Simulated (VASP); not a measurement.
# KI in VASP: a series of runs

The runs below take KI through electric field gradients, with PBEsol.

Everything below comes from runs of VASP 6.6.1. Logs are shortened: lines on timing, memory, paths and dates and some standing lists are left out, and cuts for length are marked.

## 1. The cell of the first run

It takes space group R-3m (No. 166, trigonal). The conventional cell has a = 4.960 Å, b = 4.960 Å, c = 12.331 Å, α = 90.00°, β = 90.00°, γ = 120.00°. Within 4.6 Å of K (site symmetry -3m) lie 6 I at 3.52 Å. Within 4.6 Å of I (site symmetry -3m) lie 6 K at 3.52 Å.

## 2. Electric field gradients, PBEsol (equal xy, yz and zx shear strains of +1 %)

INCAR reads:

```
PREC = Accurate
ENCUT = 520
EDIFF = 1E-8
ISMEAR = -1
SIGMA = 0.01
LREAL = F
LASPH = T
NELM = 100
ALGO = Normal
ISIF = 2
LWAVE = F
LCHARG = F
GGA = PS
LEFG = T
NBANDS = 15
```

KPOINTS reads:

```
regular mesh
0
Gamma
  8 8 8
```

POSCAR reads:

```
KI
1.0
    0.0352455000      3.5421727500      3.5421727500
    3.5421727500      0.0352455000      3.5421727500
    3.5421727500      3.5421727500      0.0352455000
K I
1 1
Direct
    0.0000000000      0.0000000000      0.0000000000
    0.5000000000      0.5000000000      0.5000000000
```

Potentials or basis: VASP PAW PBE potentials, release 64 (K_sv, I).

Run with:

```console
$ cat potpaw_PBE.64/K_sv/POTCAR potpaw_PBE.64/I/POTCAR > POTCAR
$ mpirun -np 1 vasp_std > vasp.out
```

OUTCAR:

```text
PREC = Accurate
   ENCUT = 520
   EDIFF = 1E-8
   ISMEAR = -1
   LREAL = F
   LASPH = T
   NELM = 100
   ISIF = 2
   GGA = PS

 ion  position               nearest neighbor table
   1  0.000  0.000  0.000-   2 3.52   2 3.52   2 3.52   2 3.52   2 3.52   2 3.52
   2  0.500  0.500  0.500-   1 3.52   1 3.52   1 3.52   1 3.52   1 3.52   1 3.52

  LATTYP: Found a trigonal (rhomboedric) cell.
 ALAT       =     5.0095127335
 COS(alpha) =     0.5099250056

  Lattice vectors:

 A1 = (   0.0352455000,   3.5421727500,   3.5421727500)
 A2 = (   3.5421727500,   0.0352455000,   3.5421727500)
 A3 = (   3.5421727500,   3.5421727500,   0.0352455000)

Analysis of symmetry for initial positions (statically):
=====================================================================
 Subroutine PRICEL returns:
 Original cell was already a primitive cell.

 Routine SETGRP: Setting up the symmetry group for a
 trigonal (rhombohedral) supercell.

 Subroutine GETGRP returns: Found 12 space group operations
 (whereof 12 operations were pure point group operations)
 out of a pool of 12 trial point group operations.

The static configuration has the point symmetry D_3d.

Analysis of symmetry for dynamics (positions and initial velocities):
=====================================================================
 Subroutine PRICEL returns:
 Original cell was already a primitive cell.

 Routine SETGRP: Setting up the symmetry group for a
 trigonal (rhombohedral) supercell.

 Subroutine GETGRP returns: Found 12 space group operations
 (whereof 12 operations were pure point group operations)
 out of a pool of 12 trial point group operations.

The dynamic configuration has the point symmetry D_3d.

 Subroutine INISYM returns: Found 12 space group operations
 (whereof 12 operations are pure point group operations),
 and found     1 'primitive' translations

----------------------------------------------------------------------------------------

                                     Primitive cell

  volume of cell :      87.5606

  direct lattice vectors                    reciprocal lattice vectors
     0.035245500  3.542172750  3.542172750    -0.143280773  0.141869140  0.141869140
     3.542172750  0.035245500  3.542172750     0.141869140 -0.143280773  0.141869140
     3.542172750  3.542172750  0.035245500     0.141869140  0.141869140 -0.143280773

  length of vectors
     5.009512733  5.009512733  5.009512733     0.246542259  0.246542259  0.246542259

  position of ions in fractional coordinates (direct lattice)
     0.000000000  0.000000000  0.000000000
     0.500000000  0.500000000  0.500000000

  ion indices of the primitive-cell ions
   primitive index   ion index
                 1           1
                 2           2

----------------------------------------------------------------------------------------

 KPOINTS: regular mesh

Automatic generation of k-mesh.
 Grid dimensions read from file:
 generate k-points for:    8    8    8

 Generating k-lattice:

  Cartesian coordinates                     Fractional coordinates (reciprocal lattice)
    -0.017910097  0.017733642  0.017733642     0.125000000  0.000000000 -0.000000000
     0.017733642 -0.017910097  0.017733642     0.000000000  0.125000000 -0.000000000
     0.017733642  0.017733642 -0.017910097     0.000000000  0.000000000  0.125000000

  Length of vectors
     0.030817782  0.030817782  0.030817782

  Shift w.r.t. Gamma in fractional coordinates (k-lattice)
     0.000000000  0.000000000  0.000000000

 Subroutine IBZKPT returns following result:
 ===========================================

 Found     65 irreducible k-points:

 Following reciprocal coordinates:
            Coordinates               Weight
  0.000000  0.000000  0.000000      1.000000
  0.125000  0.000000  0.000000      6.000000
  0.250000  0.000000  0.000000      6.000000
  0.375000  0.000000  0.000000      6.000000
  0.500000  0.000000  0.000000      3.000000
  0.125000  0.125000  0.000000      6.000000
[... 16 lines left out ...]
  0.250000  0.125000  0.125000      6.000000
  0.375000  0.125000  0.125000      6.000000
 [... further k-points ...]
   k-points           NKPTS =     65   k-points in BZ     NKDIM =     65   number of bands    NBANDS=     15
   number of dos      NEDOS =    301   number of ions     NIONS =      2
   total plane-waves  NPLWV =  64000
   dimension x,y,z NGX =    40 NGY =   40 NGZ =   40
   dimension x,y,z NGXF=    80 NGYF=   80 NGZF=   80
   ions per type =               1   1
   NGX,Y,Z   is equivalent  to a cutoff of  13.27, 13.27, 13.27 a.u.
   NGXF,Y,Z  is equivalent  to a cutoff of  26.55, 26.55, 26.55 a.u.
 SYSTEM =  unknown system
   PREC   = accura    normal or accurate (medium, high low for compatibility)
   ISTART =      0    job   : 0-new  1-cont  2-samecut
   ICHARG =      2    charge: 1-file 2-atom 10-const
   ISPIN  =      1    spin polarized calculation?
   LNONCOLLINEAR =      F non collinear calculations
   LSORBIT =      F    spin-orbit coupling
   LASPH  =      T    aspherical Exc in radial PAW
   ENCUT  =  520.0 eV  38.22 Ry    6.18 a.u.   9.31  9.31  9.31*2*pi/ulx,y,z
   NELM   =    100;   NELMIN=  2; NELMDL= -5     # of ELM steps
   EDIFF  = 0.1E-07   stopping-criterion for ELM
   LREAL  =      F    real-space projection
   EDIFFG = 0.1E-06   stopping-criterion for IOM
   NSW    =      0    number of steps for IOM
   IBRION =     -1    ionic relax: 0-MD 1-quasi-New 2-CG
   NFREE  =      0    steps in history (QN), initial steepest desc. (CG)
   ISIF   =      2    stress and relaxation
   ISYM   =      2    0-nonsym 1-usesym 2-fastsym
   POTIM  = 0.5000    time-step for ionic-motion
   TEBEG  =    0.0;   TEEND  =   0.0 temperature during run
   PSTRESS=    0.0 pullay stress
   NELECT =      16.0000    total number of electrons
   NUPDOWN=      -1.0000    fix difference up-down
   EMIN   =  10.00;   EMAX   =-10.00  energy-range for DOS
   EFERMI =   0.00;   METHOD = LEGACY
   ISMEAR =    -1;   SIGMA  =   0.01  broadening in eV -4-tet -1-fermi 0-gaus
   EFERMI_NEDOS =   21; number of points for ismear=-14 and -15
   IALGO  =     38    algorithm
   IMIX   =      4    mixing-type and parameters
     AMIX     =   0.40;   BMIX     =  1.00
     AMIX_MAG =   1.60;   BMIX_MAG =  1.00
  volume/ion in A,a.u.               =      43.78       295.44
  Fermi-wavevector in a.u.,A,eV,Ry     =   0.928992  1.755540 11.742183  0.863026
  Thomas-Fermi vector in A             =   2.055227
   LORBIT       =      0    0 simple, 1 ext, 2 COOP (PROOUT), +10 PAW based schemes
   GGA     = PS    functional components
[... 5 lines left out ...]
 non-spin polarized calculation
  energy-cutoff  :      520.00
  volume of cell :       87.56
 maximum number of plane-waves:      2376
 NGX is ok and might be reduce to    40
   NGX = 19   NGY = 19   NGZ = 19

 number of electron      15.9999999 magnetization

 Free energy of the ion-electron system (eV)
  ---------------------------------------------------
  ext. energy  EPLUGINS =         0.00000000
  ---------------------------------------------------
  free energy    TOTEN  =        -5.81512002 eV

  energy without entropy =       -5.81512002  energy(sigma->0) =       -5.81512002

 E-fermi :  -0.2724     XC(G=0):  -7.3706

 val. band max:       -0.4583888706   @ k =   0.0000   0.0000   0.0000
 cond. band min:       3.3563343912   @ k =   0.0000   0.0000   0.0000
 fundamental gap:      3.8147232618
 Fermi energy:        -0.2724156314

 k-point     1 :       0.0000    0.0000    0.0000
  band No.  band energies     occupation
      1     -28.7861      2.00000
      2     -12.3400      2.00000
      3     -12.3400      2.00000
      4     -12.3386      2.00000
      5     -11.0198      2.00000
      6      -0.4980      2.00000
      7      -0.4584      2.00000
      8      -0.4584      2.00000
      9       3.3563      0.00000
     10       5.8788      0.00000
     11       5.9907      0.00000
     12       5.9907      0.00000
     13       6.6988      0.00000
     14       6.6988      0.00000
     15       9.1412      0.00000
[... 397 lines left out ...]
 k-point    24 :       0.3750    0.1250    0.1250
  band No.  band energies     occupation
      1     -28.7845      2.00000
      2     -12.4487      2.00000
      3     -12.3491      2.00000
      4     -12.3405      2.00000
      5     -10.8168      2.00000
      6      -1.4283      2.00000
      7      -0.7914      2.00000
      8      -0.7163      2.00000
      9       4.8776      0.00000
     10       5.9512      0.00000
     11       6.7604      0.00000
     12       6.9123      0.00000
     13       7.7087      0.00000
     14       7.9120      0.00000
     15       9.2689      0.00000

 [... further k-points ...]
[... 5 lines left out ...]
  --------------------------------------------------------------------------------------
  -------------------------------------------------------------------------------------
  Total       -0.0961653     -0.0961653     -0.0961653     -0.0197785     -0.0197785     -0.0197785
  in kB       -1.7596257     -1.7596257     -1.7596257     -0.3619055     -0.3619055     -0.3619055
  external PRESSURE =      -1.7596257 kB  Pullay stress =       0.0000000 kB

 VOLUME and BASIS-vectors are now :
 -----------------------------------------------------------------------------
  energy-cutoff  :      520.00
  volume of cell :       87.56
      direct lattice vectors                 reciprocal lattice vectors
     0.035245500  3.542172750  3.542172750    -0.143280773  0.141869140  0.141869140
     3.542172750  0.035245500  3.542172750     0.141869140 -0.143280773  0.141869140
     3.542172750  3.542172750  0.035245500     0.141869140  0.141869140 -0.143280773

 POSITION                                       TOTAL-FORCE (eV/Angst)
 -----------------------------------------------------------------------------------
      0.00000      0.00000      0.00000         0.000000     -0.000000      0.000000
      3.55980      3.55980      3.55980         0.000000      0.000000     -0.000000
 -----------------------------------------------------------------------------------
    total drift:                                0.000000     -0.000000     -0.000000

  FREE ENERGIE OF THE ION-ELECTRON SYSTEM (eV)
  ---------------------------------------------------
  free  energy   TOTEN  =        -5.8151200155 eV

  energy  without entropy=       -5.8151200154  energy(sigma->0) =       -5.81512002

 Electric field gradients (V/A^2)
---------------------------------------------------------------------
 ion       V_xx      V_yy      V_zz      V_xy      V_xz      V_yz
---------------------------------------------------------------------
   1       0.000     0.000    -0.000    -0.344    -0.344    -0.344
   2       0.000    -0.000    -0.000     2.574     2.574     2.574
---------------------------------------------------------------------

 Electric field gradients after diagonalization (V/A^2)
 (convention: |V_zz| > |V_xx| > |V_yy|)
----------------------------------------------------------------------
 ion       V_xx      V_yy      V_zz     asymmetry (V_yy - V_xx)/ V_zz
----------------------------------------------------------------------
   1       0.344     0.344    -0.688       0.000
   2      -2.574    -2.574     5.148       0.000
----------------------------------------------------------------------

           NMR quadrupolar parameters

 Cq : quadrupolar parameter    Cq=e*Q*V_zz/h
 eta: asymmetry parameters     (V_yy - V_xx)/ V_zz
 Q  : nuclear electric quadrupole moment in mb (millibarn)
----------------------------------------------------------------------
 ion       Cq(MHz)       eta       Q (mb)
----------------------------------------------------------------------
   1      -0.002       0.000       1.000
   2       0.012       0.000       1.000
----------------------------------------------------------------------
```

It took 1.8 min on 1 thread of Intel Xeon Platinum 8259CL at 2.50GHz (Skylake/Cascade Lake), shared host; peak memory 0.28 GiB.

Results:

| Property | Result |
| --- | --- |
| Free energy | -5.8151 eV |
| Pressure | -0.2 GPa |
| Band gap on the k mesh | 3.81 eV, direct |

Electric field gradients, principal values (V/Å²):
```csv
atom,least,middle,greatest (by size)
1 K,0.344,0.344,-0.688
2 I,-2.574,-2.574,5.148
```

Caveat: the cell differs from its parent crystal (equal xy, yz and zx shear strains of +1 %); without QUAD_EFG the Cq values of the log hold for a quadrupole moment of 1 mb, not for the nuclei; the PAW data sets were made with another functional, which shifts forces and pressure a little; spin-orbit coupling is left out, which moves the levels of the heavy elements. A k mesh can miss the band edges.

(Continued in part 2 of 3.)
